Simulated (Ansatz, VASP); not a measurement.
**CsO: VASP beside Ansatz**

File INCAR:

```
ALGO = Normal
EDIFF = 1E-6
ENCUT = 520
GGA = CA
ISIF = 2
ISMEAR = 0
LASPH = T
LCHARG = F
LREAL = F
LWAVE = F
NBANDS = 23
NELM = 60
PREC = Accurate
SIGMA = 0.05
```

Contents of KPOINTS:

```
k-points
0
Gamma
  8 8 8
```

The input POSCAR:

```
CsO
1.0
   -2.1610000000      3.3596750000      3.7585000000
    2.1610000000     -3.3596750000      3.7585000000
    2.1610000000      3.3596750000     -3.7585000000
Cs O
2 2
Direct
    0.2500000000      0.2500000000      0.0000000000
    0.7500000000      0.7500000000      0.0000000000
    0.6200000000      0.0000000000      0.6200000000
    0.3800000000      0.0000000000      0.3800000000
```

Input for Ansatz:

```yaml
crystal:
  lattice:
    - [-2.161, 3.359675, 3.7585]
    - [2.161, -3.359675, 3.7585]
    - [2.161, 3.359675, -3.7585]
  atoms:
    - { symbol: Cs, position: [0.25, 0.25, 0.0] }
    - { symbol: Cs, position: [0.75, 0.75, 0.0] }
    - { symbol: O, position: [0.62, 0.0, 0.62] }
    - { symbol: O, position: [0.38, 0.0, 0.38] }
basis:
  ecutwfc: 420
kpoints:
  mp_grid: { grid: [8, 8, 8] }
hamiltonian:
  xc: lda
scf:
  occupations: { method: gaussian, width: 0.05 }
output:
  forces: true
  stress: true
  eigenvalues: true
```

Change from the starting cell: strain +0.0450 x Voigt [0, 1, 0, 0, 0, 0], atoms carried along.

Alike in both runs: task single point; functional LDA; k mesh 8 × 8 × 8; occupations gaussian, width 0.05 eV; no spin polarisation.

```csv
,VASP,Ansatz
version,VASP 6.6.1,Ansatz 0.2.0
potentials or method,"VASP PAW LDA potentials, release 64 (Cs_sv, O), cutoff 520 eV","scalar-relativistic, plane waves, PAW"
valence electrons in the cell,30,30
```

Ansatz gave:

```
gap on the k mesh at the Fermi level (eV)                     : 1.56
least direct gap on the mesh (eV)                             : 1.69
pressure (GPa)                                                : -4.9
traceless stress, the component that is largest in VASP (GPa) : -3.22
rms of the force components (eV/Å)                            : 0.839
```

Problem. What did VASP give for the same quantities?

Solution. gap on the k mesh at the Fermi level (eV): 1.55; least direct gap on the mesh (eV): 1.68; pressure (GPa): -4.7; traceless stress, the component that is largest in VASP (GPa): -3.13; rms of the force components (eV/Å): 0.786.

LDA's correlation is that of Perdew and Zunger in VASP and of Perdew and Wang (1992) in Ansatz. Atom by atom the forces differ by 0.054 eV/Å (rms over components).

Spin-orbit coupling is off throughout.
